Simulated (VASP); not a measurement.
# Mo (P6_3/mmc) in VASP: a series of runs

Mo is run at these levels: PBE; tasks: single point.

Everything below comes from runs of VASP 6.6.1. Logs are shortened: lines on timing, memory, paths and dates and some standing lists are left out, and cuts for length are marked.

**1. The cell of the first run**

The structure is hexagonal, space group P6_3/mmc (No. 194). Conventional cell: a = 4.262 Å, b = 4.262 Å, c = 4.928 Å, α = 90.00°, β = 90.00°, γ = 120.00°. Mo (site symmetry -6m2) has 5 Mo at 2.46 Å within 3.2 Å. Mo (site symmetry -6m2) has 3 Mo at 2.46 Å within 3.2 Å.

**2. Single point, PBE**

The input, INCAR:

```
SYSTEM = Mo
PREC = Accurate
ENCUT = 520
EDIFF = 1E-6
ISMEAR = 0
SIGMA = 0.1
LREAL = .FALSE.
LASPH = .TRUE.
NELM = 100
ALGO = Fast
ISIF = 2
LWAVE = .FALSE.
LCHARG = .FALSE.
GGA = PE
NBANDS = 36
```

The input, KPOINTS:

```
Automatic mesh
0
G
  12 12 10
  0 0 0
```

The input, POSCAR:

```
Mo
1.0
    4.2617407835      0.0000000000      0.0000000000
   -2.1308703917      3.6907757829      0.0000000000
    0.0000000000      0.0000000000      4.9279991087
Mo
4
Direct
    0.0000000000      0.0000000000      0.2500000000
    0.0000000000      0.0000000000      0.7500000000
    0.3333333333      0.6666666667      0.7500000000
    0.6666666667      0.3333333333      0.2500000000
```

Potentials or basis: VASP PAW PBE potentials, release 64 (Mo_sv).

On the command line:

```sh
cat potpaw_PBE.64/Mo_sv/POTCAR > POTCAR
mpirun -np 1 vasp_std > vasp.out
```

OUTCAR:

```text
SYSTEM = Mo
   PREC = Accurate
   ENCUT = 520
   EDIFF = 1E-6
   ISMEAR = 0
   LREAL = .FALSE.
   LASPH = .TRUE.
   NELM = 100
   ISIF = 2
   GGA = PE

 ion  position               nearest neighbor table
   1  0.000  0.000  0.250-   4 2.46   4 2.46   4 2.46   2 2.46   2 2.46   3 3.48   3 3.48   3 3.48
                             3 3.48   3 3.48   3 3.48
   2  0.000  0.000  0.750-   3 2.46   3 2.46   3 2.46   1 2.46   1 2.46   4 3.48   4 3.48   4 3.48
                             4 3.48   4 3.48   4 3.48
   3  0.333  0.667  0.750-   2 2.46   2 2.46   2 2.46   1 3.48   1 3.48   4 3.48   4 3.48   4 3.48
                             4 3.48   1 3.48   1 3.48   1 3.48   1 3.48   4 3.48   4 3.48
   4  0.667  0.333  0.250-   1 2.46   1 2.46   1 2.46   2 3.48   2 3.48   3 3.48   3 3.48   3 3.48
                             3 3.48   2 3.48   2 3.48   2 3.48   2 3.48   3 3.48   3 3.48

  LATTYP: Found a hexagonal cell.
 ALAT       =     4.2617407835
 C/A-ratio  =     1.1563347841

  Lattice vectors:

 A1 = (   4.2617407835,   0.0000000000,   0.0000000000)
 A2 = (  -2.1308703917,   3.6907757829,   0.0000000000)
 A3 = (   0.0000000000,   0.0000000000,   4.9279991087)

Analysis of symmetry for initial positions (statically):
=====================================================================
 Subroutine PRICEL returns:
 Original cell was already a primitive cell.

 Routine SETGRP: Setting up the symmetry group for a
 hexagonal supercell.

 Subroutine GETGRP returns: Found 24 space group operations
 (whereof 12 operations were pure point group operations)
 out of a pool of 24 trial point group operations.

The static configuration has the point symmetry D_3d.
 The point group associated with its full space group is D_6h.

Analysis of symmetry for dynamics (positions and initial velocities):
=====================================================================
 Subroutine PRICEL returns:
 Original cell was already a primitive cell.

 Routine SETGRP: Setting up the symmetry group for a
 hexagonal supercell.

 Subroutine GETGRP returns: Found 24 space group operations
 (whereof 12 operations were pure point group operations)
 out of a pool of 24 trial point group operations.

The dynamic configuration has the point symmetry D_3d.
 The point group associated with its full space group is D_6h.

 Subroutine INISYM returns: Found 24 space group operations
 (whereof 12 operations are pure point group operations),
 and found     1 'primitive' translations

----------------------------------------------------------------------------------------
[... 95 lines left out ...]
   ENCUT  =  520.0 eV  38.22 Ry    6.18 a.u.   7.92  7.92  9.16*2*pi/ulx,y,z
   NELM   =    100;   NELMIN=  2; NELMDL= -5     # of ELM steps
   EDIFF  = 0.1E-05   stopping-criterion for ELM
   LREAL  =      F    real-space projection
   EDIFFG = 0.1E-04   stopping-criterion for IOM
   NSW    =      0    number of steps for IOM
   IBRION =     -1    ionic relax: 0-MD 1-quasi-New 2-CG
   NFREE  =      0    steps in history (QN), initial steepest desc. (CG)
   ISIF   =      2    stress and relaxation
   ISYM   =      2    0-nonsym 1-usesym 2-fastsym
   POTIM  = 0.5000    time-step for ionic-motion
   TEBEG  =    0.0;   TEEND  =   0.0 temperature during run
   PSTRESS=    0.0 pullay stress
   NELECT =      56.0000    total number of electrons
   NUPDOWN=      -1.0000    fix difference up-down
   EMIN   =  10.00;   EMAX   =-10.00  energy-range for DOS
   EFERMI =   0.00;   METHOD = LEGACY
   ISMEAR =     0;   SIGMA  =   0.10  broadening in eV -4-tet -1-fermi 0-gaus
   EFERMI_NEDOS =   21; number of points for ismear=-14 and -15
   IALGO  =     68    algorithm
   IMIX   =      4    mixing-type and parameters
     AMIX     =   0.40;   BMIX     =  1.00
     AMIX_MAG =   1.60;   BMIX_MAG =  1.00
  volume/ion in A,a.u.               =      19.38       130.77
  Fermi-wavevector in a.u.,A,eV,Ry     =   1.468968  2.775947 29.359572  2.157868
  Thomas-Fermi vector in A             =   2.584402
   LORBIT       =      0    0 simple, 1 ext, 2 COOP (PROOUT), +10 PAW based schemes
   GGA     = PE    functional components
   LHFCALC =     F    Hartree Fock is set to
   AEXX    =    0.0000 exact exchange contribution
   IVDW    =     0    specifies the selected vdW correction
   LEPSILON=     F    determine dielectric tensor
   LRPA    =     F    only Hartree local field effects (RPA)
 non-spin polarized calculation
 RMM-DIIS sequential band-by-band and
 Gauss-broadening in eV      SIGMA  =   0.10
  energy-cutoff  :      520.00
  volume of cell :       77.51
 maximum number of plane-waves:      2124
 NGX is ok and might be reduce to    32
   NGX = 15   NGY = 15   NGZ = 19

 number of electron      55.9999994 magnetization

 Free energy of the ion-electron system (eV)
  ---------------------------------------------------
  ext. energy  EPLUGINS =         0.00000000
  ---------------------------------------------------
  free energy    TOTEN  =       -38.66500733 eV

  energy without entropy =      -38.64969510  energy(sigma->0) =      -38.65735122

 E-fermi :   9.0089     XC(G=0): -11.9404

 val. band max:        9.0049313255   @ k =   0.1667   0.0833   0.0000
 cond. band min:       9.0124802082   @ k =   0.2500   0.0833   0.1000
 fundamental gap:      0.0075488827
 Fermi energy:         9.0089480867

 k-point     1 :       0.0000    0.0000    0.0000
  band No.  band energies     occupation
      1     -51.8292      2.00000
      2     -51.7254      2.00000
      3     -51.2866      2.00000
      4     -51.0339      2.00000
      5     -26.7735      2.00000
      6     -26.3836      2.00000
[... 925 lines left out ...]
     35      12.2497      0.00000
     36      12.8717      0.00000

 [... further k-points ...]
[... 5 lines left out ...]
  --------------------------------------------------------------------------------------
  -------------------------------------------------------------------------------------
  Total        0.2776238      0.2776238      0.2228730      0.0000000      0.0000000     -0.0000000
  in kB        5.7384142      5.7384142      4.6067297      0.0000000      0.0000000     -0.0000000
  external PRESSURE =       5.3611860 kB  Pullay stress =       0.0000000 kB

 VOLUME and BASIS-vectors are now :
 -----------------------------------------------------------------------------
  energy-cutoff  :      520.00
  volume of cell :       77.51
      direct lattice vectors                 reciprocal lattice vectors
     4.261740783  0.000000000  0.000000000     0.234645900  0.135472873  0.000000000
    -2.130870392  3.690775783  0.000000000     0.000000000  0.270945747  0.000000000
     0.000000000  0.000000000  4.927999109     0.000000000  0.000000000  0.202922115

 POSITION                                       TOTAL-FORCE (eV/Angst)
 -----------------------------------------------------------------------------------
      0.00000      0.00000      1.23200         0.000000     -0.000000      0.000000
      0.00000      0.00000      3.69600        -0.000000      0.000000      0.000000
     -0.00000      2.46052      3.69600        -0.000000      0.000000     -0.000000
      2.13087      1.23026      1.23200         0.000000     -0.000000      0.000000
 -----------------------------------------------------------------------------------
    total drift:                               -0.000000      0.000000     -0.000000

  FREE ENERGIE OF THE ION-ELECTRON SYSTEM (eV)
  ---------------------------------------------------
  free  energy   TOTEN  =       -38.6650073325 eV

  energy  without entropy=      -38.6496951038  energy(sigma->0) =      -38.65735122
```

OSZICAR:

```text
N       E                     dE             d eps       ncg     rms          rms(c)
DAV:   1     0.688728039613E+03    0.68873E+03   -0.35482E+04  8216   0.160E+03
DAV:   2    -0.171619256095E+02   -0.70589E+03   -0.69136E+03  9000   0.507E+02
DAV:   3    -0.401199397278E+02   -0.22958E+02   -0.22219E+02 10700   0.845E+01
DAV:   4    -0.405409018039E+02   -0.42096E+00   -0.41640E+00  9836   0.950E+00
DAV:   5    -0.405474863809E+02   -0.65846E-02   -0.65764E-02  9768   0.119E+00    0.239E+01
RMM:   6    -0.401215681229E+02    0.42592E+00   -0.11134E+01  9175   0.138E+01    0.137E+01
RMM:   7    -0.389895370952E+02    0.11320E+01   -0.36561E+00  8351   0.967E+00    0.627E+00
RMM:   8    -0.386581973287E+02    0.33134E+00   -0.60695E-01  8958   0.442E+00    0.123E+00
RMM:   9    -0.386668533157E+02   -0.86560E-02   -0.16817E-01 11201   0.159E+00    0.677E-01
RMM:  10    -0.386648753965E+02    0.19779E-02   -0.27244E-02  9770   0.832E-01    0.230E-01
RMM:  11    -0.386648946675E+02   -0.19271E-04   -0.69554E-03 10948   0.370E-01    0.545E-02
RMM:  12    -0.386649893526E+02   -0.94685E-04   -0.13319E-03 11854   0.146E-01    0.155E-02
RMM:  13    -0.386650069711E+02   -0.17619E-04   -0.22291E-04 11855   0.539E-02    0.140E-02
RMM:  14    -0.386650059990E+02    0.97210E-06   -0.43833E-05 10350   0.326E-02    0.518E-03
RMM:  15    -0.386650071138E+02   -0.11148E-05   -0.15770E-05  9066   0.147E-02    0.160E-03
RMM:  16    -0.386650073325E+02   -0.21869E-06   -0.29150E-06  7096   0.658E-03
   1 F= -.38665007E+02 E0= -.38657351E+02  d E =-.153122E-01
```

stdout:

```text
POSCAR found type information on POSCAR Mo
 POSCAR found :  1 types and       4 ions
 scaLAPACK will be used
 LDA part: xc-table for (Slater+PW92), standard interpolation
 POSCAR, INCAR and KPOINTS ok, starting setup
 FFT: planning ... GRIDC
 FFT: planning ... GRID_SOFT
 FFT: planning ... GRID
 WAVECAR not read
 entering main loop
WARNING in EDDRMM: call to ZHEGV failed, returncode =   8  4     36
```

Wall time 4.3 min (1 thread of Intel Xeon 6975P-C, shared host); peak memory 0.35 GiB.

What came out:

```yaml
Free_energy: -38.6650 eV
Pressure: 0.5 GPa
Band_gap_on_the_k_mesh: zero (band 28 reaches 9.20 eV, above the bottom of band 29 at 8.64 eV)
```

Stress tensor (GPa, compression positive):
```
0.57 0.00 0.00
0.00 0.57 0.00
0.00 0.00 0.46
```

**3. Single point, PBE**

This run uses another cell than the first one, of 16.49 Å³/atom, 0.851 times its volume.

The input, INCAR:

```
SYSTEM = Mo
ALGO = Fast
EDIFF = 1E-7
ENCUT = 520
GGA = PE
ISIF = 2
ISMEAR = 0
LASPH = .TRUE.
LCHARG = .FALSE.
LREAL = .FALSE.
LWAVE = .FALSE.
NBANDS = 36
NELM = 80
PREC = Accurate
SIGMA = 0.1
```

The input, KPOINTS:

```
k-points
0
G
  18 18 6
  0 0 0
```

The input, POSCAR:

```
Mo
1.0
    2.8683470439      0.0000000000      0.0000000000
   -1.4341735220      2.4840614069      0.0000000000
    0.0000000000      0.0000000000      9.2570516641
Mo
4
Direct
    0.3333333333      0.6666666667      0.3818179149
    0.6666666667      0.3333333333      0.8818179149
    0.6666666667      0.3333333333      0.6181820851
    0.3333333333      0.6666666667      0.1181820851
```

Potentials or basis: VASP PAW PBE potentials, release 64 (Mo_sv).

On the command line:

```sh
cat potpaw_PBE.64/Mo_sv/POTCAR > POTCAR
mpirun -np 1 vasp_std > vasp.out
```

OUTCAR:

```text
SYSTEM = Mo
   EDIFF = 1E-7
   ENCUT = 520
   GGA = PE
   ISIF = 2
   ISMEAR = 0
   LASPH = .TRUE.
   LREAL = .FALSE.
   NELM = 80
   PREC = Accurate

 ion  position               nearest neighbor table
   1  0.333  0.667  0.382-   4 2.44   3 2.74   3 2.74   3 2.74
   2  0.667  0.333  0.882-   3 2.44   4 2.74   4 2.74   4 2.74
   3  0.667  0.333  0.618-   2 2.44   1 2.74   1 2.74   1 2.74
   4  0.333  0.667  0.118-   1 2.44   2 2.74   2 2.74   2 2.74

  LATTYP: Found a hexagonal cell.
[... 1131 lines left out ...]
     35      15.8962      0.00000
     36      16.1172      0.00000

 [... further k-points ...]
[... 5 lines left out ...]
  --------------------------------------------------------------------------------------
  -------------------------------------------------------------------------------------
  Total        0.1661448      0.1661448      0.3237165     -0.0000000      0.0000000      0.0000000
  in kB        4.0358101      4.0358101      7.8633692     -0.0000000      0.0000000      0.0000000
  external PRESSURE =       5.3116631 kB  Pullay stress =       0.0000000 kB

 VOLUME and BASIS-vectors are now :
 -----------------------------------------------------------------------------
  energy-cutoff  :      520.00
  volume of cell :       65.96
      direct lattice vectors                 reciprocal lattice vectors
     2.868347044  0.000000000  0.000000000     0.348632848  0.201283269  0.000000000
    -1.434173522  2.484061407  0.000000000     0.000000000  0.402566538  0.000000000
     0.000000000  0.000000000  9.257051664     0.000000000  0.000000000  0.108025756

 POSITION                                       TOTAL-FORCE (eV/Angst)
 -----------------------------------------------------------------------------------
     -0.00000      1.65604      3.53451        -0.000000      0.000000      0.029422
      1.43417      0.82802      8.16303         0.000000     -0.000000      0.029422
      1.43417      0.82802      5.72254         0.000000     -0.000000     -0.029422
     -0.00000      1.65604      1.09402        -0.000000      0.000000     -0.029422
 -----------------------------------------------------------------------------------
    total drift:                               -0.000000      0.000000     -0.000000

  FREE ENERGIE OF THE ION-ELECTRON SYSTEM (eV)
  ---------------------------------------------------
  free  energy   TOTEN  =       -40.7966234103 eV

  energy  without entropy=      -40.7707655518  energy(sigma->0) =      -40.78369448
```

stdout:

```text
POSCAR found type information on POSCAR Mo
 POSCAR found :  1 types and       4 ions
 scaLAPACK will be used
 LDA part: xc-table for (Slater+PW92), standard interpolation
 POSCAR, INCAR and KPOINTS ok, starting setup
 FFT: planning ... GRIDC
 FFT: planning ... GRID_SOFT
 FFT: planning ... GRID
 WAVECAR not read
 entering main loop
WARNING in EDDRMM: call to ZHEGV failed, returncode =   6  3     35
```

Run time: 4.5 min. Hardware: 1 thread of Intel Xeon Platinum 8488C (Sapphire Rapids), shared host; peak memory 0.37 GiB.

What came out:

* Free energy: -40.7966 eV
* Pressure: 0.5 GPa
* Largest force: 0.029 eV/Å
* Band gap on the k mesh: zero (band 28 reaches 12.43 eV, above the bottom of band 29 at 10.96 eV)

Forces in eV/Å, atoms in the order of the input:
```
Mo   0.000  0.000  0.029
Mo   0.000  0.000  0.029
Mo   0.000  0.000 -0.029
Mo   0.000  0.000 -0.029
```
